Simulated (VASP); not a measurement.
Write the native input for VASP 6.6.1 that does the following.

```
Task                   : single point
Functional             : BLYP
Dispersion             : D3(BJ)
Potentials or basis    : VASP PAW PBE potentials, release 64 (Al, O)
Cutoff                 : 520 eV
k mesh                 : 12 × 12 × 2
Occupations            : gaussian, width 0.01 eV
Spin                   : no spin polarisation
Dipole correction      : no
Further INCAR settings : ALGO = Normal; EDIFF = 1e-06; NBANDS = 20
```

The structure of Al2O3 lies in POSCAR:

```
Al2O3
1.0
    2.8673765827     -0.0000000029      0.0000000000
   -1.4336882889      2.4832209642      0.0000000000
    0.0000000000      0.0000000000      7.0632287022
Al O
2 3
Direct
    0.0000000000      0.0000000000      0.1972590632
    0.0000000000      0.0000000000      0.8027409368
    0.3333333333      0.6666666667      0.2921462665
    0.6666666667      0.3333333333      0.0000000000
    0.3333333333      0.6666666667      0.7078537335
```

One way to write it, as run:

INCAR

```
AGGAC    = 1.0          
AGGAX    = 1.0          
ALDAC    = 0.0          
ALDAX    = 1.0          
ALGO     = Normal         # electronic algorithm
EDIFF    = 1E-6           # SCF threshold, eV
ENCUT    = 520            # plane-wave cutoff, eV
GGA      = B5             # functional
ISIF     = 2              # what is computed and relaxed
ISMEAR   = 0              # smearing method
IVDW     = 12             # dispersion correction
LASPH    = True           # aspherical terms in the spheres
LCHARG   = True           # write CHGCAR
LELF     = True           # ELF
LREAL    = False          # projectors in reciprocal space
LVHAR    = True         
LWAVE    = False          # write WAVECAR
NBANDS   = 20             # bands
NELM     = 100            # most SCF steps
PREC     = Accurate       # precision mode
SIGMA    = 0.01           # smearing width, eV
VDW_A1   = 0.4298       
VDW_A2   = 4.2359       
VDW_S6   = 1.0          
VDW_S8   = 2.6996
```

KPOINTS

```
k-points
0
Gamma
  12 12 2
```

Potentials or basis: VASP PAW PBE potentials, release 64 (Al, O).

Launch:

```sh
$ cat potpaw_PBE.64/Al/POTCAR potpaw_PBE.64/O/POTCAR > POTCAR
$ mpirun -np 1 vasp_std > vasp.out
```

Results of the run:

```yaml
Pressure: 0.6 GPa
Largest_force: 0.020 eV/Å
Band_gap_on_the_k_mesh: 4.67 eV, indirect (least direct gap 4.77 eV)
Dispersion_energy_per_atom: -0.429 eV
```

Caveat: the k points lie up to 0.44 Å⁻¹ apart; the PAW data sets were made with another functional, which shifts forces and pressure a little.

Run time: 52 s on 1 thread of AMD EPYC 7R43 64-Core Processor (Zen 3), with other jobs on the host, peak memory 0.16 GiB.
